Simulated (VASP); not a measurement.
# PbS (Galena) (Fm-3m) in VASP: further runs

PbS (Galena) is run at these levels: PBEsol; tasks: single point, relaxation of volume and atoms at fixed shape.

Everything below comes from runs of VASP 6.6.1. Logs are shortened: lines on timing, memory, paths and dates and some standing lists are left out, and cuts for length are marked.

## (1) The cell of the first run

It takes space group Fm-3m (No. 225, cubic). Conventional cell: a = 5.934 Å, b = 5.934 Å, c = 5.934 Å, α = 90.00°, β = 90.00°, γ = 90.00°. Within 3.9 Å of Pb (site symmetry m-3m) lie 6 S at 2.97 Å. S (site symmetry m-3m) has 6 Pb at 2.97 Å within 3.9 Å.

## (2) Single point, PBEsol

INCAR

```
  PREC = Accurate
  ENCUT = 500
  EDIFF = 1E-6
  ISMEAR = 0
  SIGMA = 0.01
  LREAL = F
  LASPH = T
  NELM = 120
  ALGO = Normal
  ISIF = 2
  LWAVE = F
  LCHARG = F
  GGA = PS
  NBANDS = 17
  GGA_COMPAT = F
```

KPOINTS

```
Automatic mesh
0
Gamma
  5 5 5
```

POSCAR

```
PbS
1.0
    0.0000000000      2.9670644899      2.9670644899
    2.9670644899      0.0000000000      2.9670644899
    2.9670644899      2.9670644899      0.0000000000
Pb S
1 1
Direct
    0.0000000000      0.0000000000      0.0000000000
    0.5000000000      0.5000000000      0.5000000000
```

Potentials or basis: VASP PAW PBE potentials, release 64 (Pb_d, S).

Command:

```console
$ cat potpaw_PBE.64/Pb_d/POTCAR potpaw_PBE.64/S/POTCAR > POTCAR
$ mpirun -np 1 vasp_std > vasp.out
```

OUTCAR:

```text
PREC = Accurate
   ENCUT = 500
   EDIFF = 1E-6
   ISMEAR = 0
   LREAL = F
   LASPH = T
   NELM = 120
   ISIF = 2
   GGA = PS

 ion  position               nearest neighbor table
   1  0.000  0.000  0.000-   2 2.97   2 2.97   2 2.97   2 2.97   2 2.97   2 2.97
   2  0.500  0.500  0.500-   1 2.97   1 2.97   1 2.97   1 2.97   1 2.97   1 2.97

  LATTYP: Found a face centered cubic cell.
 ALAT       =     5.9341289798

  Lattice vectors:

 A1 = (   0.0000000000,   2.9670644899,   2.9670644899)
 A2 = (   2.9670644899,   0.0000000000,   2.9670644899)
 A3 = (   2.9670644899,   2.9670644899,   0.0000000000)

Analysis of symmetry for initial positions (statically):
=====================================================================
 Subroutine PRICEL returns:
 Original cell was already a primitive cell.

 Routine SETGRP: Setting up the symmetry group for a
 face centered cubic supercell.

 Subroutine GETGRP returns: Found 48 space group operations
 (whereof 48 operations were pure point group operations)
 out of a pool of 48 trial point group operations.

The static configuration has the point symmetry O_h .

Analysis of symmetry for dynamics (positions and initial velocities):
=====================================================================
 Subroutine PRICEL returns:
 Original cell was already a primitive cell.

 Routine SETGRP: Setting up the symmetry group for a
 face centered cubic supercell.

 Subroutine GETGRP returns: Found 48 space group operations
 (whereof 48 operations were pure point group operations)
 out of a pool of 48 trial point group operations.

The dynamic configuration has the point symmetry O_h .

 Subroutine INISYM returns: Found 48 space group operations
 (whereof 48 operations are pure point group operations),
 and found     1 'primitive' translations

----------------------------------------------------------------------------------------

                                     Primitive cell

  volume of cell :      52.2409

  direct lattice vectors                    reciprocal lattice vectors
     0.000000000  2.967064490  2.967064490    -0.168516728  0.168516728  0.168516728
     2.967064490  0.000000000  2.967064490     0.168516728 -0.168516728  0.168516728
     2.967064490  2.967064490  0.000000000     0.168516728  0.168516728 -0.168516728

  length of vectors
     4.196062842  4.196062842  4.196062842     0.291879535  0.291879535  0.291879535

  position of ions in fractional coordinates (direct lattice)
     0.000000000  0.000000000  0.000000000
     0.500000000  0.500000000  0.500000000

  ion indices of the primitive-cell ions
   primitive index   ion index
                 1           1
                 2           2

----------------------------------------------------------------------------------------

 KPOINTS: Automatic mesh

Automatic generation of k-mesh.
 Grid dimensions read from file:
 generate k-points for:    5    5    5

 Generating k-lattice:

  Cartesian coordinates                     Fractional coordinates (reciprocal lattice)
    -0.033703346  0.033703346  0.033703346     0.200000000  0.000000000  0.000000000
     0.033703346 -0.033703346  0.033703346     0.000000000  0.200000000  0.000000000
     0.033703346  0.033703346 -0.033703346     0.000000000  0.000000000  0.200000000

  Length of vectors
     0.058375907  0.058375907  0.058375907

  Shift w.r.t. Gamma in fractional coordinates (k-lattice)
     0.000000000  0.000000000  0.000000000

 Subroutine IBZKPT returns following result:
 ===========================================

 Found     10 irreducible k-points:

 Following reciprocal coordinates:
            Coordinates               Weight
  0.000000  0.000000  0.000000      1.000000
  0.200000  0.000000  0.000000      8.000000
  0.400000  0.000000  0.000000      8.000000
  0.200000  0.200000  0.000000      6.000000
  0.400000  0.200000  0.000000     24.000000
 -0.400000  0.200000  0.000000     24.000000
 -0.200000  0.200000  0.000000     12.000000
  0.400000  0.400000  0.000000      6.000000
 -0.400000  0.400000  0.000000     12.000000
 -0.400000  0.400000  0.200000     24.000000
   k-points           NKPTS =     10   k-points in BZ     NKDIM =     10   number of bands    NBANDS=     17
   number of dos      NEDOS =    301   number of ions     NIONS =      2
   total plane-waves  NPLWV =  32768
   dimension x,y,z NGX =    32 NGY =   32 NGZ =   32
   dimension x,y,z NGXF=    64 NGYF=   64 NGZF=   64
   ions per type =               1   1
   NGX,Y,Z   is equivalent  to a cutoff of  12.68, 12.68, 12.68 a.u.
   NGXF,Y,Z  is equivalent  to a cutoff of  25.36, 25.36, 25.36 a.u.
 SYSTEM =  unknown system
   PREC   = accura    normal or accurate (medium, high low for compatibility)
   ISTART =      0    job   : 0-new  1-cont  2-samecut
   ICHARG =      2    charge: 1-file 2-atom 10-const
   ISPIN  =      1    spin polarized calculation?
   LNONCOLLINEAR =      F non collinear calculations
   LSORBIT =      F    spin-orbit coupling
   LASPH  =      T    aspherical Exc in radial PAW
   ENCUT  =  500.0 eV  36.75 Ry    6.06 a.u.   7.65  7.65  7.65*2*pi/ulx,y,z
   NELM   =    120;   NELMIN=  2; NELMDL= -5     # of ELM steps
   EDIFF  = 0.1E-05   stopping-criterion for ELM
   LREAL  =      F    real-space projection
   EDIFFG = 0.1E-04   stopping-criterion for IOM
   NSW    =      0    number of steps for IOM
   IBRION =     -1    ionic relax: 0-MD 1-quasi-New 2-CG
   NFREE  =      0    steps in history (QN), initial steepest desc. (CG)
   ISIF   =      2    stress and relaxation
   ISYM   =      2    0-nonsym 1-usesym 2-fastsym
   POTIM  = 0.5000    time-step for ionic-motion
   TEBEG  =    0.0;   TEEND  =   0.0 temperature during run
   PSTRESS=    0.0 pullay stress
   NELECT =      20.0000    total number of electrons
   NUPDOWN=      -1.0000    fix difference up-down
   EMIN   =  10.00;   EMAX   =-10.00  energy-range for DOS
   EFERMI =   0.00;   METHOD = LEGACY
   ISMEAR =     0;   SIGMA  =   0.01  broadening in eV -4-tet -1-fermi 0-gaus
   EFERMI_NEDOS =   21; number of points for ismear=-14 and -15
   IALGO  =     38    algorithm
   IMIX   =      4    mixing-type and parameters
     AMIX     =   0.40;   BMIX     =  1.00
     AMIX_MAG =   1.60;   BMIX_MAG =  1.00
  volume/ion in A,a.u.               =      26.12       176.27
  Fermi-wavevector in a.u.,A,eV,Ry     =   1.188724  2.246363 19.225926  1.413066
  Thomas-Fermi vector in A             =   2.324848
   LORBIT       =      0    0 simple, 1 ext, 2 COOP (PROOUT), +10 PAW based schemes
   GGA     = PS    functional components
   LHFCALC =     F    Hartree Fock is set to
   AEXX    =    0.0000 exact exchange contribution
   IVDW    =     0    specifies the selected vdW correction
   LEPSILON=     F    determine dielectric tensor
   LRPA    =     F    only Hartree local field effects (RPA)
 non-spin polarized calculation
 Gauss-broadening in eV      SIGMA  =   0.01
  energy-cutoff  :      500.00
  volume of cell :       52.24
 maximum number of plane-waves:      1363
   NGX = 15   NGY = 15   NGZ = 15

 number of electron      19.9999998 magnetization

 Free energy of the ion-electron system (eV)
  ---------------------------------------------------
  ext. energy  EPLUGINS =         0.00000000
  ---------------------------------------------------
  free energy    TOTEN  =        -9.46944604 eV

  energy without entropy =       -9.46944604  energy(sigma->0) =       -9.46944604

 E-fermi :   5.3019     XC(G=0):  -9.8852

 val. band max:        5.2377829439   @ k =   0.4000   0.0000   0.0000
 cond. band min:       6.4867169525   @ k =   0.4000   0.0000   0.0000
 fundamental gap:      1.2489340086
 Fermi energy:         5.3018778650

 k-point     1 :       0.0000    0.0000    0.0000
  band No.  band energies     occupation
      1     -11.0778      2.00000
      2     -11.0778      2.00000
      3     -11.0778      2.00000
      4     -11.0649      2.00000
      5     -11.0649      2.00000
      6      -7.9295      2.00000
[... 9 lines left out ...]
     16      12.3139      0.00000
     17      14.1149      0.00000

 k-point     2 :       0.2000    0.0000    0.0000
  band No.  band energies     occupation
      1     -11.0792      2.00000
      2     -11.0792      2.00000
      3     -11.0763      2.00000
      4     -11.0581      2.00000
      5     -11.0581      2.00000
      6      -7.5941      2.00000
[... 9 lines left out ...]
     16      13.1501      0.00000
     17      16.5569      0.00000

 k-point     3 :       0.4000    0.0000    0.0000
  band No.  band energies     occupation
      1     -11.0956      2.00000
      2     -11.0956      2.00000
      3     -11.0750      2.00000
      4     -11.0330      2.00000
      5     -11.0330      2.00000
      6      -6.8453      2.00000
[... 9 lines left out ...]
     16      15.0534      0.00000
     17      17.0194      0.00000

 k-point     4 :       0.2000    0.2000    0.0000
  band No.  band energies     occupation
      1     -11.1014      2.00000
      2     -11.0868      2.00000
      3     -11.0570      2.00000
      4     -11.0570      2.00000
      5     -11.0558      2.00000
      6      -7.4704      2.00000
[... 9 lines left out ...]
     16      14.7065      0.00000
     17      15.3110      0.00000

 k-point     5 :       0.4000    0.2000    0.0000
  band No.  band energies     occupation
      1     -11.1340      2.00000
      2     -11.0825      2.00000
      3     -11.0684      2.00000
      4     -11.0431      2.00000
      5     -11.0293      2.00000
      6      -6.8273      2.00000
[... 9 lines left out ...]
     16      16.0368      0.00000
     17      17.0818      0.00000

 k-point     6 :      -0.4000    0.2000    0.0000
  band No.  band energies     occupation
      1     -11.1284      2.00000
      2     -11.0819      2.00000
      3     -11.0648      2.00000
      4     -11.0445      2.00000
      5     -11.0312      2.00000
      6      -6.4860      2.00000
[... 9 lines left out ...]
     16      15.0509      0.00000
     17      17.3355      0.00000

 k-point     7 :      -0.2000    0.2000    0.0000
  band No.  band energies     occupation
      1     -11.0952      2.00000
      2     -11.0828      2.00000
      3     -11.0713      2.00000
      4     -11.0548      2.00000
      5     -11.0434      2.00000
      6      -7.0917      2.00000
[... 9 lines left out ...]
     16      15.4507      0.00000
     17      15.8917      0.00000

 k-point     8 :       0.4000    0.4000    0.0000
  band No.  band energies     occupation
      1     -11.2018      2.00000
      2     -11.1015      2.00000
      3     -11.0410      2.00000
      4     -11.0217      2.00000
      5     -11.0217      2.00000
      6      -6.4503      2.00000
[... 9 lines left out ...]
     16      17.3718      0.00000
     17      17.7673      0.00000

 k-point     9 :      -0.4000    0.4000    0.0000
  band No.  band energies     occupation
      1     -11.1952      2.00000
      2     -11.0888      2.00000
      3     -11.0515      2.00000
      4     -11.0273      2.00000
      5     -11.0209      2.00000
      6      -6.2206      2.00000
[... 9 lines left out ...]
     16      16.9394      0.00000
     17      18.0990      0.00000

 k-point    10 :      -0.4000    0.4000    0.2000
  band No.  band energies     occupation
      1     -11.1655      2.00000
      2     -11.0735      2.00000
      3     -11.0672      2.00000
      4     -11.0436      2.00000
      5     -11.0221      2.00000
      6      -6.3323      2.00000
[... 9 lines left out ...]
     16      17.2024      0.00000
     17      17.2899      0.00000

------------------------ aborting loop because EDIFF is reached ----------------------------------------

  FORCE on cell =-STRESS in cart. coord.  units (eV):
  Direction    XX          YY          ZZ          XY          YZ          ZX
  --------------------------------------------------------------------------------------
  -------------------------------------------------------------------------------------
  Total       -0.3910489     -0.3910489     -0.3910489      0.0000000      0.0000000      0.0000000
  in kB      -11.9930785    -11.9930785    -11.9930785      0.0000000      0.0000000      0.0000000
  external PRESSURE =     -11.9930785 kB  Pullay stress =       0.0000000 kB

 VOLUME and BASIS-vectors are now :
 -----------------------------------------------------------------------------
  energy-cutoff  :      500.00
  volume of cell :       52.24
      direct lattice vectors                 reciprocal lattice vectors
     0.000000000  2.967064490  2.967064490    -0.168516728  0.168516728  0.168516728
     2.967064490  0.000000000  2.967064490     0.168516728 -0.168516728  0.168516728
     2.967064490  2.967064490  0.000000000     0.168516728  0.168516728 -0.168516728

 POSITION                                       TOTAL-FORCE (eV/Angst)
 -----------------------------------------------------------------------------------
      0.00000      0.00000      0.00000         0.000000      0.000000     -0.000000
      2.96706      2.96706      2.96706         0.000000      0.000000      0.000000
 -----------------------------------------------------------------------------------
    total drift:                                0.000000     -0.000000     -0.000000

  FREE ENERGIE OF THE ION-ELECTRON SYSTEM (eV)
  ---------------------------------------------------
  free  energy   TOTEN  =        -9.4694460370 eV

  energy  without entropy=       -9.4694460370  energy(sigma->0) =       -9.46944604
```

It took 8 s on 1 thread of Intel Xeon Platinum 8375C at 2.90GHz (Ice Lake), shared host; peak memory 0.17 GiB.

What came out:

```
Free energy : -9.4694 eV
Pressure    : -1.2 GPa
```

Levels at points of the mesh, in eV from the Fermi level:
| k point | band 7 | band 8 | band 9 | band 10 | band 11 | band 12 | band 13 | band 14 |
| --- | --- | --- | --- | --- | --- | --- | --- | --- |
| (0.00, 0.00, 0.00) | -5.70 | -1.80 | -1.80 | -1.80 | 5.52 | 5.52 | 5.52 | 7.01 |

Caveat: this odd mesh misses L, where the gap lies, so gap, dielectric constants and Born charges aren't listed; the PAW data sets were made with another functional, which shifts forces and pressure a little; spin-orbit coupling is left out, which moves the levels of the heavy elements.

(Part 1 of 2 ends here.)
